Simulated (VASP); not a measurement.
Fe:

```
Fe
1.0
    -1.43325    1.43325    1.43325
     1.43325   -1.43325    1.43325
     1.43325    1.43325   -1.43325
Fe
1
Cartesian
  0.0000 0.0000 0.0000
```

```yaml
Program: VASP 6.6.1
Task: relaxation of cell and atoms
Functional: PBE
Potentials_or_basis: VASP PAW PBE potentials, release 64 (Fe)
Cutoff: 600 eV
k_mesh: 15 × 15 × 15
Occupations: fermi-dirac, width 0.1 eV
Spin: no spin polarisation
```

At the start: pressure -22.9 GPa; volume 11.78 Å³/atom.

Where does the relaxation end?

Over 7 steps the energy falls by 101.4 meV/atom and the volume is 10.51 Å³/atom (-10.8 %); space group Im-3m (No. 229, to 0.05 Å).

The path:
```
step  energy change (eV)  largest force (eV/Å)  pressure (GPa)  volume (Å³)
   1              0.0000                0.0000          -22.91        11.78
   2              0.0908                0.0000           51.16         9.13
   3             -0.1013                0.0000           -0.96        10.55
   4             -0.1014                0.0000           -0.18        10.51
   5             -0.1014                0.0000            0.43        10.49
   6             -0.1013                0.0000           -0.52        10.53
   7             -0.1014                0.0000            0.03        10.51
```

Final structure:
```xyz
1
Lattice="-1.3797 1.3797 1.3797 1.3797 -1.3797 1.3797 1.3797 1.3797 -1.3797" Properties=species:S:1:pos:R:3 pbc="T T T"
Fe    0.0000    0.0000    0.0000
```

Caveat: the volume moved by -11 % from the deposited cell, more than functionals usually miss; the run has no spin polarisation, though such a crystal can be magnetic.
